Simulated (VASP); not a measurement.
A run of VASP 6.6.1 is set up as follows.

INCAR

```
SYSTEM = HgTe
ALGO = Normal ; EDIFF = 1E-6
ENCUT = 520 ; GGA = CA
ISIF = 2 ; ISMEAR = -1
LASPH = .True. ; LCHARG = .False.
LREAL = .False. ; LWAVE = .False.
NBANDS = 16 ; NELM = 60
PREC = Accurate ; SIGMA = 0.08
```

Contents of KPOINTS:

```
k-points
0
Gamma
  10 10 10
  0 0 0
```

File POSCAR:

```
HgTe
1.0
   -0.0876450000      2.8776775000      2.8776775000
    2.8776775000     -0.0876450000      2.8776775000
    2.8776775000      2.8776775000     -0.0876450000
Hg Te
1 1
Direct
    0.0000000000      0.0000000000      0.0000000000
    0.5000000000      0.5000000000      0.5000000000
```

Potentials or basis: VASP PAW LDA potentials, release 64 (Hg, Te).

Launch:

```bash
$ cat potpaw_LDA.64/Hg/POTCAR potpaw_LDA.64/Te/POTCAR > POTCAR
$ mpirun -np 1 vasp_std > vasp.out
```

Question: What does it give for the pressure?

Answer: 4.4 GPa.

Question: Predict the band gap on the k mesh.

Answer: Zero (band 9 reaches 6.28 eV, above the bottom of band 10 at 3.16 eV).

Stress tensor (GPa, compression positive):
```
4.43 0.56 0.56
0.56 4.43 0.56
0.56 0.56 4.43
```

Caveat: the cell differs from its parent crystal (equal xy, yz and zx shear strains of -3 %); spin-orbit coupling is left out, which moves the levels of the heavy elements.
